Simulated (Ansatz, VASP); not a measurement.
One calculation of InSe, two programs

Contents of INCAR:

```
ALGO = Normal
DIPOL = 0.5 0.5 0.500
EDIFF = 1E-7
EDIFFG = -0.04
ENCUT = 450
GGA = PE
GGA_COMPAT = F
IBRION = 2
IDIPOL = 3
ISIF = 2
ISMEAR = 0
IVDW = 12
LASPH = T
LCHARG = F
LDIPOL = T
LREAL = F
LWAVE = F
NELM = 120
NELMDL = -8
NELMIN = 4
NSW = 60
PREC = Accurate
SIGMA = 0.05
```

The input KPOINTS:

```
k-points
0
Gamma
  9 9 1
```

POSCAR

```
InSe
1.0
    4.0211649357      0.0000000000      0.0000000000
   -2.0105824679      3.4824309872      0.0000000000
    0.0000000000      0.0000000000     25.3989740641
Se In
2 2
Direct
    0.0000000000      0.0000000000      0.3937166901
    0.0000000000      0.0000000000      0.6062833099
    0.6666666667      0.3333333333      0.4449123252
    0.6666666667      0.3333333333      0.5550907741
```

Input for Ansatz:

```yaml
crystal:
  lattice:
    - [4.0211649357, 0.0, 0.0]
    - [-2.0105824679, 3.4824309872, 0.0]
    - [0.0, 0.0, 25.3989740641]
  atoms:
    - { symbol: Se, position: [0.0, 0.0, 0.3937166901] }
    - { symbol: In, position: [0.6666666667, 0.3333333333, 0.4449123252] }
    - { symbol: In, position: [0.6666666667, 0.3333333333, 0.5550907741] }
    - { symbol: Se, position: [0.0, 0.0, 0.6062833099] }
basis:
  ecutwfc: 420.0
  fft_grid_basis: typed
kpoints:
  mp_grid: { grid: [9, 9, 1] }
hamiltonian:
  xc: pbe
  dispersion: d3bj
scf:
  occupations: { method: gaussian, width: 0.05 }
output:
  forces: true
  eigenvalues: true
efield:
  axis: 3
  dipole_correction: true
  ramp_width: 0.04
relax:
  adjacent_minimum: "off"
  f_tol: 0.04
  max_steps: 40
```

Alike in both runs: task relaxation of the atoms; functional PBE; dispersion D3(BJ); k mesh 9 × 9 × 1; occupations gaussian, width 0.05 eV; no spin polarisation.

|  | VASP | Ansatz |
| --- | --- | --- |
| version | VASP 6.6.1 | Ansatz 0.2.0 |
| potentials or method | VASP PAW PBE potentials, release 64 (Se, In_d), cutoff 450 eV | scalar-relativistic, plane waves, PAW |
| valence electrons in the cell | 38 | 58 |

VASP gave:

- gap on the k mesh at the Fermi level, each at its own relaxed structure (eV): 1.65

**Question.** What did Ansatz give for the same quantities?

**Answer.** gap on the k mesh at the Fermi level, each at its own relaxed structure (eV): 1.66.

VASP's potentials hold 38 valence electrons a cell and Ansatz's 58, so a difference there can come from the potentials and not from the codes.

Noted on VASP's run: the relaxation stopped at its first step, so nothing moved.
